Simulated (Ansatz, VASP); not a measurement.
**Bi in VASP and in Ansatz**

```
Bi
1.0
     2.26750    1.30914    3.93800
    -2.26750    1.30914    3.93800
     0.00000   -2.61828    3.93800
Bi
2
Direct
  0.23400 0.23400 0.23400
  0.76600 0.76600 0.76600
```

Alike in both runs: task single point; functional PBE; k mesh 6 × 6 × 6; occupations gaussian, width 0.1 eV; no spin polarisation.

|  | VASP | Ansatz |
| --- | --- | --- |
| version | VASP 6.6.1 | Ansatz 0.2.0 |
| potentials or method | VASP PAW PBE potentials, release 64 (Bi_d), cutoff 520 eV | scalar-relativistic, plane waves, PAW |
| valence electrons in the cell | 30 | 30 |

```tsv
	VASP	Ansatz	Ansatz less VASP
gap on the k mesh at the Fermi level (eV)	none	none	-
pressure (GPa)	2.1	2.2	+0.03
traceless stress, the component that is largest in VASP (GPa)	0.08	0.08	-0.001
rms of the force components (eV/Å)	0.073	0.069	-0.0037
```

Atom by atom the forces differ by 0.004 eV/Å (rms over components). A gap of «none» marks a metal or a gap that the smearing closes.

Spin-orbit coupling is off throughout.
